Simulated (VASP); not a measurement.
# AlN in VASP: notebook, part 3 of 3

VASP 6.6.1. The steps go on from the part before.

**4. Single point, PBEsol (strained)**

The input, INCAR:

```
PREC = Accurate ; ENCUT = 520
EDIFF = 1E-7 ; ISMEAR = 0
SIGMA = 0.02 ; LREAL = F
LASPH = T ; NELM = 100
ALGO = Normal ; ISIF = 2
LWAVE = F ; LCHARG = F
GGA = PS ; NBANDS = 16
```

The input, KPOINTS:

```
regular mesh
0
Gamma
  9 9 6
```

The input, POSCAR:

```
AlN
1.0
    3.4004167475      0.0000000000      0.0000000000
   -1.7002083737      2.9448472868      0.0000000000
    0.0000000000      0.0000000000      4.5504572096
Al N
2 2
Direct
    0.3333333300      0.6666666700      0.7500000000
    0.6666666700      0.3333333300      0.2500000000
    0.3333333300      0.6666666700      0.2500000000
    0.6666666700      0.3333333300      0.7500000000
```

Potentials or basis: VASP PAW PBE potentials, release 64 (Al, N).

Run with:

```sh
$ cat potpaw_PBE.64/Al/POTCAR potpaw_PBE.64/N/POTCAR > POTCAR
$ mpirun -np 1 vasp_std > vasp.out
```

OUTCAR:

```text
PREC = Accurate
   ENCUT = 520
   EDIFF = 1E-7
   ISMEAR = 0
   LREAL = F
   LASPH = T
   NELM = 100
   ISIF = 2
   GGA = PS

 ion  position               nearest neighbor table
   1  0.333  0.667  0.750-   4 1.96   4 1.96   4 1.96   3 2.28   3 2.28   2 3.01   2 3.01   2 3.01
                             2 3.01   2 3.01   2 3.01
   2  0.667  0.333  0.250-   3 1.96   3 1.96   3 1.96   4 2.28   4 2.28   1 3.01   1 3.01   1 3.01
                             1 3.01   1 3.01   1 3.01
   3  0.333  0.667  0.250-   2 1.96   2 1.96   2 1.96   1 2.28   1 2.28
   4  0.667  0.333  0.750-   1 1.96   1 1.96   1 1.96   2 2.28   2 2.28

  LATTYP: Found a hexagonal cell.
 ALAT       =     3.4004167475
 C/A-ratio  =     1.3382057399

  Lattice vectors:

 A1 = (   3.4004167475,   0.0000000000,   0.0000000000)
 A2 = (  -1.7002083737,   2.9448472868,   0.0000000000)
 A3 = (   0.0000000000,   0.0000000000,   4.5504572096)

Analysis of symmetry for initial positions (statically):
=====================================================================
 Subroutine PRICEL returns:
 Original cell was already a primitive cell.

 Routine SETGRP: Setting up the symmetry group for a
 hexagonal supercell.

 Subroutine GETGRP returns: Found 24 space group operations
 (whereof 12 operations were pure point group operations)
 out of a pool of 24 trial point group operations.

The static configuration has the point symmetry D_3d.
 The point group associated with its full space group is D_6h.

Analysis of symmetry for dynamics (positions and initial velocities):
=====================================================================
 Subroutine PRICEL returns:
 Original cell was already a primitive cell.

 Routine SETGRP: Setting up the symmetry group for a
 hexagonal supercell.

 Subroutine GETGRP returns: Found 24 space group operations
 (whereof 12 operations were pure point group operations)
 out of a pool of 24 trial point group operations.

The dynamic configuration has the point symmetry D_3d.
 The point group associated with its full space group is D_6h.

 Subroutine INISYM returns: Found 24 space group operations
 (whereof 12 operations are pure point group operations),
 and found     1 'primitive' translations

----------------------------------------------------------------------------------------

                                     Primitive cell

  volume of cell :      45.5669

  direct lattice vectors                    reciprocal lattice vectors
     3.400416748  0.000000000  0.000000000     0.294081601  0.169788091  0.000000000
    -1.700208374  2.944847287  0.000000000     0.000000000  0.339576183  0.000000000
     0.000000000  0.000000000  4.550457210     0.000000000  0.000000000  0.219758137

  length of vectors
     3.400416748  3.400416747  4.550457210     0.339576183  0.339576183  0.219758137

  position of ions in fractional coordinates (direct lattice)
     0.333333330  0.666666670  0.750000000
     0.666666670  0.333333330  0.250000000
     0.333333330  0.666666670  0.250000000
     0.666666670  0.333333330  0.750000000

  ion indices of the primitive-cell ions
   primitive index   ion index
                 1           1
                 2           2
                 3           3
[... 21 lines left out ...]
     0.000000000  0.000000000  0.000000000

 Subroutine IBZKPT returns following result:
 ===========================================

 Found     48 irreducible k-points:

 Following reciprocal coordinates:
            Coordinates               Weight
  0.000000  0.000000  0.000000      1.000000
  0.111111  0.000000  0.000000      6.000000
  0.222222 -0.000000  0.000000      6.000000
  0.333333  0.000000  0.000000      6.000000
  0.444444 -0.000000  0.000000      6.000000
  0.111111  0.111111  0.000000      6.000000
[... 16 lines left out ...]
  0.333333  0.222222  0.166667     24.000000
  0.333333  0.333333  0.166667      4.000000
 [... further k-points ...]
   k-points           NKPTS =     48   k-points in BZ     NKDIM =     48   number of bands    NBANDS=     16
   number of dos      NEDOS =    301   number of ions     NIONS =      4
   total plane-waves  NPLWV =  28224
   dimension x,y,z NGX =    28 NGY =   28 NGZ =   36
   dimension x,y,z NGXF=    56 NGYF=   56 NGZF=   72
   ions per type =               2   2
   NGX,Y,Z   is equivalent  to a cutoff of  13.69, 13.69, 13.15 a.u.
   NGXF,Y,Z  is equivalent  to a cutoff of  27.38, 27.38, 26.30 a.u.
 SYSTEM =  unknown system
   PREC   = accura    normal or accurate (medium, high low for compatibility)
   ISTART =      0    job   : 0-new  1-cont  2-samecut
   ICHARG =      2    charge: 1-file 2-atom 10-const
   ISPIN  =      1    spin polarized calculation?
   LNONCOLLINEAR =      F non collinear calculations
   LSORBIT =      F    spin-orbit coupling
   LASPH  =      T    aspherical Exc in radial PAW
   ENCUT  =  520.0 eV  38.22 Ry    6.18 a.u.   6.32  6.32  8.46*2*pi/ulx,y,z
   NELM   =    100;   NELMIN=  2; NELMDL= -5     # of ELM steps
   EDIFF  = 0.1E-06   stopping-criterion for ELM
   LREAL  =      F    real-space projection
   EDIFFG = 0.1E-05   stopping-criterion for IOM
   NSW    =      0    number of steps for IOM
   IBRION =     -1    ionic relax: 0-MD 1-quasi-New 2-CG
   NFREE  =      0    steps in history (QN), initial steepest desc. (CG)
   ISIF   =      2    stress and relaxation
   ISYM   =      2    0-nonsym 1-usesym 2-fastsym
   POTIM  = 0.5000    time-step for ionic-motion
   TEBEG  =    0.0;   TEEND  =   0.0 temperature during run
   PSTRESS=    0.0 pullay stress
   NELECT =      16.0000    total number of electrons
   NUPDOWN=      -1.0000    fix difference up-down
   EMIN   =  10.00;   EMAX   =-10.00  energy-range for DOS
   EFERMI =   0.00;   METHOD = LEGACY
   ISMEAR =     0;   SIGMA  =   0.02  broadening in eV -4-tet -1-fermi 0-gaus
   EFERMI_NEDOS =   21; number of points for ismear=-14 and -15
   IALGO  =     38    algorithm
   IMIX   =      4    mixing-type and parameters
     AMIX     =   0.40;   BMIX     =  1.00
     AMIX_MAG =   1.60;   BMIX_MAG =  1.00
  volume/ion in A,a.u.               =      11.39        76.88
  Fermi-wavevector in a.u.,A,eV,Ry     =   1.154954  2.182547 18.149079  1.333920
  Thomas-Fermi vector in A             =   2.291587
   LORBIT       =      0    0 simple, 1 ext, 2 COOP (PROOUT), +10 PAW based schemes
   GGA     = PS    functional components
   LHFCALC =     F    Hartree Fock is set to
   AEXX    =    0.0000 exact exchange contribution
   IVDW    =     0    specifies the selected vdW correction
   LEPSILON=     F    determine dielectric tensor
   LRPA    =     F    only Hartree local field effects (RPA)
 non-spin polarized calculation
 Gauss-broadening in eV      SIGMA  =   0.02
  energy-cutoff  :      520.00
  volume of cell :       45.57
 maximum number of plane-waves:      1253
 NGX is ok and might be reduce to    28
   NGX = 13   NGY = 13   NGZ = 17

 number of electron      16.0000002 magnetization

 Free energy of the ion-electron system (eV)
  ---------------------------------------------------
  ext. energy  EPLUGINS =         0.00000000
  ---------------------------------------------------
  free energy    TOTEN  =       -30.41741120 eV

  energy without entropy =      -30.41741120  energy(sigma->0) =      -30.41741120

 E-fermi :   6.6911     XC(G=0): -10.7679

 val. band max:        6.6013742496   @ k =   0.0000   0.0000   0.0000
 cond. band min:       8.6089809120   @ k =   0.0000   0.0000   0.0000
 fundamental gap:      2.0076066624
 Fermi energy:         6.6910582368

 k-point     1 :       0.0000    0.0000    0.0000
  band No.  band energies     occupation
      1      -9.3265      2.00000
      2      -6.5714      2.00000
      3       0.2391      2.00000
      4       3.6479      2.00000
      5       3.6479      2.00000
      6       4.9179      2.00000
[... 433 lines left out ...]
      3       0.6457      2.00000
      4       1.2237      2.00000
      5       1.2237      2.00000
      6       3.3779      2.00000
[... 8 lines left out ...]
     15      16.7175      0.00000
     16      17.8785      0.00000

 [... further k-points ...]
[... 5 lines left out ...]
  --------------------------------------------------------------------------------------
  -------------------------------------------------------------------------------------
  Total       -6.5040721     -6.5040721     -6.2068618     -0.0000000      0.0000000      0.0000000
  in kB     -228.6893650   -228.6893650   -218.2391688     -0.0000000      0.0000000      0.0000000
  external PRESSURE =    -225.2059662 kB  Pullay stress =       0.0000000 kB

 VOLUME and BASIS-vectors are now :
 -----------------------------------------------------------------------------
  energy-cutoff  :      520.00
  volume of cell :       45.57
      direct lattice vectors                 reciprocal lattice vectors
     3.400416748  0.000000000  0.000000000     0.294081601  0.169788091  0.000000000
    -1.700208374  2.944847287  0.000000000     0.000000000  0.339576183  0.000000000
     0.000000000  0.000000000  4.550457210     0.000000000  0.000000000  0.219758137

 POSITION                                       TOTAL-FORCE (eV/Angst)
 -----------------------------------------------------------------------------------
     -0.00000      1.96323      3.41284         0.000000      0.000000      0.000000
      1.70021      0.98162      1.13761         0.000000     -0.000000      0.000000
     -0.00000      1.96323      1.13761         0.000000      0.000000      0.000000
      1.70021      0.98162      3.41284        -0.000000     -0.000000      0.000000
 -----------------------------------------------------------------------------------
    total drift:                               -0.000001      0.000001      0.000000

  FREE ENERGIE OF THE ION-ELECTRON SYSTEM (eV)
  ---------------------------------------------------
  free  energy   TOTEN  =       -30.4174111995 eV

  energy  without entropy=      -30.4174111995  energy(sigma->0) =      -30.41741120
```

OSZICAR:

```text
N       E                     dE             d eps       ncg     rms          rms(c)
DAV:   1     0.403827297195E+02    0.40383E+02   -0.71752E+03  1536   0.891E+02
DAV:   2    -0.306496491013E+02   -0.71032E+02   -0.64194E+02  2280   0.177E+02
DAV:   3    -0.342593092641E+02   -0.36097E+01   -0.35964E+01  1904   0.419E+01
DAV:   4    -0.342831194859E+02   -0.23810E-01   -0.23809E-01  1872   0.386E+00
DAV:   5    -0.342834528319E+02   -0.33335E-03   -0.33334E-03  1816   0.456E-01    0.106E+01
DAV:   6    -0.304744341734E+02    0.38090E+01   -0.84007E+00  1952   0.209E+01    0.374E+00
DAV:   7    -0.304597739352E+02    0.14660E-01   -0.51031E-01  1616   0.502E+00    0.264E+00
DAV:   8    -0.304248639726E+02    0.34910E-01   -0.10293E-01  1584   0.268E+00    0.941E-01
DAV:   9    -0.304171144976E+02    0.77495E-02   -0.16336E-02  1848   0.998E-01    0.304E-01
DAV:  10    -0.304175095925E+02   -0.39509E-03   -0.21869E-03  1800   0.314E-01    0.179E-01
DAV:  11    -0.304174130421E+02    0.96550E-04   -0.12981E-04  1840   0.859E-02    0.451E-02
DAV:  12    -0.304174118545E+02    0.11876E-05   -0.57568E-06  1736   0.193E-02    0.112E-02
DAV:  13    -0.304174111421E+02    0.71238E-06   -0.31787E-06  1936   0.133E-02    0.424E-03
DAV:  14    -0.304174111995E+02   -0.57352E-07   -0.17277E-07  1096   0.383E-03
   1 F= -.30417411E+02 E0= -.30417411E+02  d E =-.429543E-13
```

Wall time 82 s (1 thread of AMD EPYC 7R13, shared host); peak memory 0.15 GiB.

Results:

- Free energy: -30.4174 eV
- Pressure: -22.5 GPa
- Band gap on the k mesh: 2.01 eV, direct

Caveat: the cell differs from its parent crystal (strained); the PAW data sets were made with another functional, which shifts forces and pressure a little.

**5. Single point, PBEsol (strained and its atoms moved)**

The input, INCAR:

```
SYSTEM = AlN
PREC = Accurate
ENCUT = 520
EDIFF = 1E-7
ISMEAR = 0
SIGMA = 0.02
LREAL = .False.
LASPH = .True.
NELM = 100
ALGO = Normal
ISIF = 2
LWAVE = .False.
LCHARG = .False.
GGA = PS
NBANDS = 16
```

The input, KPOINTS:

```
Automatic mesh
0
Gamma
  9 9 6
  0 0 0
```

The input, POSCAR:

```
AlN
1.0
    3.3845517131      0.0000000000      0.0000000000
   -1.6922758565      2.8170324356      0.0000000000
    0.0000000000      0.0000000000      4.1944724790
Al N
2 2
Direct
    0.3316853748      0.6633707595      0.7500000000
    0.6683146252      0.3366292405      0.2500000000
    0.3261237313      0.6522474726      0.2500000000
    0.6738762687      0.3477525274      0.7500000000
```

Run with:

```sh
$ cat potpaw_PBE.64/Al/POTCAR potpaw_PBE.64/N/POTCAR > POTCAR
$ mpirun -np 1 vasp_std > vasp.out
```

Wall time 1.8 min (1 thread of AMD EPYC 7R13, shared host); peak memory 0.16 GiB.

Results (log left out):

```yaml
Free_energy: -30.9109 eV
Pressure: -4.8 GPa
Largest_force: 0.324 eV/Å
Band_gap_on_the_k_mesh: 3.15 eV, direct
```

Forces in eV/Å, atoms in the order of the input:
```
Al   0.000  0.140  0.000
Al   0.000 -0.140  0.000
N    0.000  0.324  0.000
N    0.000 -0.324  0.000
```

Stress tensor (GPa, compression positive):
```
-5.77  0.00  0.00
 0.00 -3.32  0.00
 0.00  0.00 -5.28
```

Levels at points of the mesh, in eV from the valence-band top:
```tsv
k point	band 5	band 6	band 7	band 8	band 9	band 10	band 11	band 12
(0.00, 0.00, 0.00)	-3.01	-1.64	-1.52	0.00	3.15	4.25	7.66	8.65
(0.00, 0.00, 0.50)	-2.63	-2.63	-2.28	-2.28	5.52	5.52	8.11	8.11
```

Caveat: the cell differs from its parent crystal (strained and its atoms moved); the PAW data sets were made with another functional, which shifts forces and pressure a little. A k mesh can miss the band edges.

**6. Overview**

| cell | gap on the mesh (eV) | pressure (GPa) |
| --- | --- | --- |
| a = 3.422, b = 3.422, c = 4.264 Å, angles 90.0, 90.0, 120.0°, 4 atoms | 2.62 | -18.0 |
| a = 3.479, b = 3.479, c = 4.147 Å, angles 90.0, 90.0, 120.0°, 4 atoms | 2.75 | -18.8 |
| a = 3.400, b = 3.400, c = 4.550 Å, angles 90.0, 90.0, 120.0°, 4 atoms | 2.01 | -22.5 |
| a = 3.385, b = 3.286, c = 4.194 Å, angles 90.0, 90.0, 121.0°, 4 atoms | 3.15 | -4.8 |

Alike in all rows: task single point; level PBEsol; potentials or basis VASP PAW PBE potentials, release 64 (Al, N); no spin polarisation; k mesh 9 × 9 × 6; cutoff (eV) 520; smearing gaussian 0.02 eV.

Caveats: the PAW data sets were made with another functional, which shifts forces and pressure a little.

Total energies depend on the potentials used, so only differences within one code and one set of settings carry meaning.
